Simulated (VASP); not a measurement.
# Sb3S (Pm-3m) in VASP: a series of runs, part 2 of 2

VASP 6.6.1. Earlier steps stand in the parts before.

### Step 3. Single point, PBE

This run uses another cell than the first one, of 24.64 Å³/atom, 0.964 times its volume.

Input file INCAR:

```
  ALGO = Normal
  EDIFF = 1E-6
  ENCUT = 520
  GGA = PE
  ISIF = 2
  ISMEAR = 0
  LASPH = True
  LCHARG = False
  LREAL = False
  LWAVE = False
  NBANDS = 18
  NELM = 60
  PREC = Accurate
  SIGMA = 0.1
```

Input file KPOINTS:

```
k-points
0
Gamma
  10 10 10
```

Input file POSCAR:

```
Sb3S
1.0
    4.6192200028      0.0000000000      0.0000000000
    0.0000000000      4.6192200028      0.0000000000
    0.0000000000      0.0000000000      4.6192200028
Sb S
3 1
Direct
    0.0000000000      0.5000000000      0.5000000000
    0.5000000000      0.0000000000      0.5000000000
    0.5000000000      0.5000000000      0.0000000000
    0.0000000000      0.0000000000      0.0000000000
```

Potentials or basis: VASP PAW PBE potentials, release 64 (Sb, S).

The run is started by

```bash
> cat potpaw_PBE.64/Sb/POTCAR potpaw_PBE.64/S/POTCAR > POTCAR
> mpirun -np 1 vasp_std > vasp.out
```

OUTCAR:

```text
EDIFF = 1E-6
   ENCUT = 520
   GGA = PE
   ISIF = 2
   ISMEAR = 0
   LASPH = True
   LREAL = False
   NELM = 60
   PREC = Accurate

 ion  position               nearest neighbor table
   1  0.000  0.500  0.500-   2 3.27   3 3.27   4 3.27   3 3.27   4 3.27   2 3.27   4 3.27   4 3.27
                             2 3.27   3 3.27   3 3.27   2 3.27
   2  0.500  0.000  0.500-   1 3.27   3 3.27   4 3.27   3 3.27   4 3.27   1 3.27   3 3.27   3 3.27
                             1 3.27   4 3.27   4 3.27   1 3.27
   3  0.500  0.500  0.000-   1 3.27   2 3.27   4 3.27   1 3.27   2 3.27   2 3.27   4 3.27   2 3.27
                             1 3.27   4 3.27   1 3.27   4 3.27
   4  0.000  0.000  0.000-   1 3.27   2 3.27   3 3.27   1 3.27   2 3.27   1 3.27   3 3.27   1 3.27
                             2 3.27   3 3.27   2 3.27   3 3.27

  LATTYP: Found a simple cubic cell.
 ALAT       =     4.6192200028

  Lattice vectors:

 A1 = (   4.6192200028,   0.0000000000,   0.0000000000)
 A2 = (   0.0000000000,   4.6192200028,   0.0000000000)
 A3 = (   0.0000000000,   0.0000000000,   4.6192200028)

Analysis of symmetry for initial positions (statically):
=====================================================================
 Subroutine PRICEL returns:
[... 172 lines left out ...]
  free energy    TOTEN  =       -14.81348808 eV

  energy without entropy =      -14.79281023  energy(sigma->0) =      -14.80314916

 E-fermi :   8.0630     XC(G=0): -10.2801

 val. band max:        8.0600973173   @ k =   0.5000   0.3000   0.1000
 cond. band min:       8.0975623277   @ k =   0.2000   0.0000   0.0000
 fundamental gap:      0.0374650104
 Fermi energy:         8.0630403402

 k-point     1 :       0.0000    0.0000    0.0000
  band No.  band energies     occupation
      1      -5.7832      2.00000
      2      -2.4302      2.00000
      3       0.8176      2.00000
      4       0.8176      2.00000
      5       2.9741      2.00000
      6       2.9741      2.00000
[... 481 lines left out ...]
      5       3.7626      2.00000
      6       3.9199      2.00000
[... 10 lines left out ...]
     17      13.4531      0.00000
     18      14.2873      0.00000

 [... further k-points ...]
[... 5 lines left out ...]
  --------------------------------------------------------------------------------------
  -------------------------------------------------------------------------------------
  Total       -0.1109124     -0.1109124     -0.1109124     -0.0000000     -0.0000000      0.0000000
  in kB       -1.8029548     -1.8029548     -1.8029548     -0.0000000     -0.0000000      0.0000000
  external PRESSURE =      -1.8029548 kB  Pullay stress =       0.0000000 kB

 VOLUME and BASIS-vectors are now :
 -----------------------------------------------------------------------------
  energy-cutoff  :      520.00
  volume of cell :       98.56
      direct lattice vectors                 reciprocal lattice vectors
     4.619220003  0.000000000  0.000000000     0.216486766  0.000000000  0.000000000
     0.000000000  4.619220003  0.000000000     0.000000000  0.216486766  0.000000000
     0.000000000  0.000000000  4.619220003     0.000000000  0.000000000  0.216486766

 POSITION                                       TOTAL-FORCE (eV/Angst)
 -----------------------------------------------------------------------------------
      0.00000      2.30961      2.30961         0.000000      0.000000      0.000000
      2.30961      0.00000      2.30961         0.000000      0.000000      0.000000
      2.30961      2.30961      0.00000         0.000000      0.000000      0.000000
      0.00000      0.00000      0.00000         0.000000      0.000000      0.000000
 -----------------------------------------------------------------------------------
    total drift:                               -0.000000      0.000000      0.000000

  FREE ENERGIE OF THE ION-ELECTRON SYSTEM (eV)
  ---------------------------------------------------
  free  energy   TOTEN  =       -14.8134880831 eV

  energy  without entropy=      -14.7928102273  energy(sigma->0) =      -14.80314916
```

stdout:

```text
POSCAR found type information on POSCAR SbS
 POSCAR found :  2 types and       4 ions
 scaLAPACK will be used
 LDA part: xc-table for (Slater+PW92), standard interpolation
 POSCAR, INCAR and KPOINTS ok, starting setup
 FFT: planning ... GRIDC
 FFT: planning ... GRID_SOFT
 FFT: planning ... GRID
 WAVECAR not read
 entering main loop
```

It took 27 s on 1 thread of Intel Xeon 6975P-C (Granite Rapids), shared host; peak memory 0.25 GiB.

What came out:

| Item | Value |
| --- | --- |
| Free energy | -14.8135 eV |
| Pressure | -0.2 GPa |

Levels at points of the mesh, in eV from the Fermi level:
```csv
k point,band 9,band 10,band 11,band 12,band 13,band 14
"(0.00, 0.00, 0.00)",-0.96,-0.96,0.96,0.96,0.96,3.50
"(0.50, 0.00, 0.00)",-2.37,-1.12,0.30,0.62,1.00,1.00
"(0.50, 0.50, 0.00)",-2.42,-1.40,-1.11,-1.11,1.89,1.89
"(0.50, 0.50, 0.50)",0.97,0.97,0.97,4.18,4.18,4.63
```

Caveat: spin-orbit coupling is left out, which moves the levels of the heavy elements.

### Step 4. Relaxation of cell and atoms, PBE

Input file INCAR:

```
SYSTEM = Sb3S
PREC = Accurate
ENCUT = 600
EDIFF = 1E-6
ISMEAR = 0
SIGMA = 0.1
LREAL = .FALSE.
LASPH = .TRUE.
NELM = 60
ALGO = Normal
ISIF = 3
LWAVE = .FALSE.
LCHARG = .FALSE.
GGA = PE
IBRION = 2
NSW = 100
EDIFFG = -0.01
```

Input file KPOINTS:

```
Automatic mesh
0
G
  10 10 10
  0 0 0
```

Input file POSCAR:

```
Sb3S
1.0
    4.6764806029      0.0000000000      0.0000000000
    0.0000000000      4.6764806029      0.0000000000
    0.0000000000      0.0000000000      4.6764806029
Sb S
3 1
Direct
    0.0000000000      0.5000000000      0.5000000000
    0.5000000000      0.0000000000      0.5000000000
    0.5000000000      0.5000000000      0.0000000000
    0.0000000000      0.0000000000      0.0000000000
```

Potentials or basis: VASP PAW PBE potentials, release 64 (Sb, S).

The run is started by

```bash
> cat potpaw_PBE.64/Sb/POTCAR potpaw_PBE.64/S/POTCAR > POTCAR
> mpirun -np 1 vasp_std > vasp.out
```

OUTCAR:

```text
SYSTEM = Sb3S
   PREC = Accurate
   ENCUT = 600
   EDIFF = 1E-6
   ISMEAR = 0
   LREAL = .FALSE.
   LASPH = .TRUE.
   NELM = 60
   ISIF = 3
   GGA = PE
   IBRION = 2
   NSW = 100
   EDIFFG = -0.01

 ion  position               nearest neighbor table
   1  0.000  0.500  0.500-   2 3.31   3 3.31   3 3.31   2 3.31   2 3.31   3 3.31   3 3.31   2 3.31

   2  0.500  0.000  0.500-   1 3.31   3 3.31   3 3.31   1 3.31   3 3.31   3 3.31   1 3.31   1 3.31

   3  0.500  0.500  0.000-   1 3.31   2 3.31   1 3.31   2 3.31   2 3.31   2 3.31   1 3.31   1 3.31

   4  0.000  0.000  0.000-

  LATTYP: Found a simple cubic cell.
 ALAT       =     4.6764806029

  Lattice vectors:

 A1 = (   4.6764806029,   0.0000000000,   0.0000000000)
 A2 = (   0.0000000000,   4.6764806029,   0.0000000000)
[... 272 lines left out ...]
 fundamental gap:      0.0357712524
 Fermi energy:         8.1013563293

 k-point     1 :       0.0000    0.0000    0.0000
  band No.  band energies     occupation
      1      -5.7666      2.00000
      2      -2.3964      2.00000
      3       0.8596      2.00000
      4       0.8596      2.00000
      5       2.9956      2.00000
      6       2.9956      2.00000
      7       2.9956      2.00000
      8       7.1348      2.00000
      9       7.1348      2.00000
     10       7.1348      2.00000
     11       9.0637      0.00000
     12       9.0637      0.00000
     13       9.0637      0.00000
     14      11.5966      0.00000
[... 377 lines left out ...]
      1      -5.2154      2.00000
      2      -2.8396      2.00000
      3      -0.7192      2.00000
      4       0.5885      2.00000
      5       3.7875      2.00000
      6       3.9469      2.00000
      7       5.3317      2.00000
      8       5.6178      2.00000
      9       6.0675      2.00000
     10       7.3561      2.00000
     11       7.8607      1.99933
     12       8.1547      0.45085
     13       9.1353      0.00000
     14       9.6667      0.00000

 [... further k-points ...]
[... 5 lines left out ...]
  --------------------------------------------------------------------------------------
  -------------------------------------------------------------------------------------
  Total        0.0054703      0.0054703      0.0054703     -0.0000000      0.0000000     -0.0000000
  in kB        0.0891862      0.0891862      0.0891862     -0.0000000      0.0000000     -0.0000000
  external PRESSURE =       0.0891862 kB  Pullay stress =       0.0000000 kB
[... 19 lines left out ...]
  FREE ENERGIE OF THE ION-ELECTRON SYSTEM (eV)
  ---------------------------------------------------
  free  energy   TOTEN  =       -14.8140170896 eV

  energy  without entropy=      -14.7934141429  energy(sigma->0) =      -14.80371562

 reached required accuracy - stopping structural energy minimisation
```

Run time: 66 s. Hardware: 1 thread of Intel Xeon 6975P-C (Granite Rapids), shared host; peak memory 0.31 GiB.

What came out:

| Item | Value |
| --- | --- |
| Free energy | -14.8140 eV |
| Relaxed volume | 24.57 Å³/atom |
| Relaxed cell | a = 4.615 Å, b = 4.615 Å, c = 4.615 Å, α = 90.00°, β = 90.00°, γ = 90.00° |
| Space group after relaxing (to 0.05 Å) | Pm-3m (No. 221) |
| Energy gained by relaxing | 7.3 meV/atom |
| Ionic steps | 3 |
| Pressure after relaxing | 0.0 GPa |

Step by step:
```tsv
step	energy change (eV)	largest force (eV/Å)	pressure (GPa)	volume (Å³)
1	0.0000	0.0000	-2.25	102.27
2	-0.0261	0.0000	0.80	97.05
3	-0.0292	0.0000	0.01	98.27
```

Final structure:
```xyz
4
Lattice="4.6147 0.0000 0.0000 0.0000 4.6147 0.0000 0.0000 0.0000 4.6147" Properties=species:S:1:pos:R:3 pbc="T T T"
Sb    0.0000    2.3073    2.3073
Sb    2.3073    0.0000    2.3073
Sb    2.3073    2.3073    0.0000
S     0.0000    0.0000    0.0000
```

Levels at points of the mesh, in eV from the Fermi level:
```
           k point  band 9  band 10  band 11  band 12  band 13  band 14
(0.00, 0.00, 0.00)   -0.97    -0.97     0.96     0.96     0.96     3.50
(0.50, 0.00, 0.00)   -2.38    -1.12     0.31     0.63     1.00     1.00
(0.50, 0.50, 0.00)   -2.42    -1.41    -1.12    -1.12     1.90     1.90
(0.50, 0.50, 0.50)    0.98     0.98     0.98     4.20     4.20     4.65
```

Caveat: spin-orbit coupling is left out, which moves the levels of the heavy elements.

### Step 5. Summary

| task | cell | k mesh | cutoff (eV) | gap on the mesh (eV) | pressure (GPa) |
| --- | --- | --- | --- | --- | --- |
| single point | a = 4.676 Å, 4 atoms | 4 × 4 × 4 | 520 | none | -2.5 |
| single point | a = 4.619 Å, 4 atoms | 10 × 10 × 10 | 520 | none | -0.2 |
| relaxation of cell and atoms | relaxed from a = 4.676 Å, 4 atoms | 10 × 10 × 10 | 600 | none | 0.0 |

Alike in all rows: level PBE; potentials or basis VASP PAW PBE potentials, release 64 (Sb, S); no spin polarisation; smearing gaussian 0.1 eV.

Caveats: spin-orbit coupling is left out, which moves the levels of the heavy elements.

Total energies depend on the potentials used, so only differences within one code and one set of settings carry meaning.
